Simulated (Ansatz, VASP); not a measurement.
## Mg2BiAs2 in VASP and in Ansatz

```xyz
5
Lattice="-1.9314 3.6820 3.9367 1.9314 -3.6820 3.9367 1.9314 3.6820 -3.9367" Properties=species:S:1:pos:R:3 pbc="T T T"
Mg    0.0000    3.6820    1.5498
Mg    1.9314    0.0000    2.3868
As    0.0000    1.4572    3.9367
As    1.9314    2.2248    0.0000
Bi    0.0000    0.0000    0.0000
```

Alike in both runs: functional PBEsol; k mesh 10 × 10 × 10; occupations gaussian, width 0.1 eV; no spin polarisation.

Ansatz relaxed the structure, and its values are those at the end. VASP's run is a single point on that final structure, the one shown.

|  | VASP | Ansatz |
| --- | --- | --- |
| version | VASP 6.6.1 | Ansatz 0.2.0 |
| potentials or method | VASP PAW PBE potentials, release 64 (Mg, As, Bi_d), cutoff 520 eV | scalar-relativistic, plane waves, PAW |
| valence electrons in the cell | 29 | 65 |

```csv
,VASP,Ansatz,Ansatz less VASP
gap on the k mesh at the Fermi level (eV),none,none,-
pressure (GPa),0.0,0.0,0.00
```

VASP's potentials were made for PBE, not for PBEsol. A gap of «none» marks a metal or a gap that the smearing closes. VASP's potentials hold 29 valence electrons a cell and Ansatz's 65, so a difference there can come from the potentials and not from the codes.

Spin-orbit coupling is off throughout.
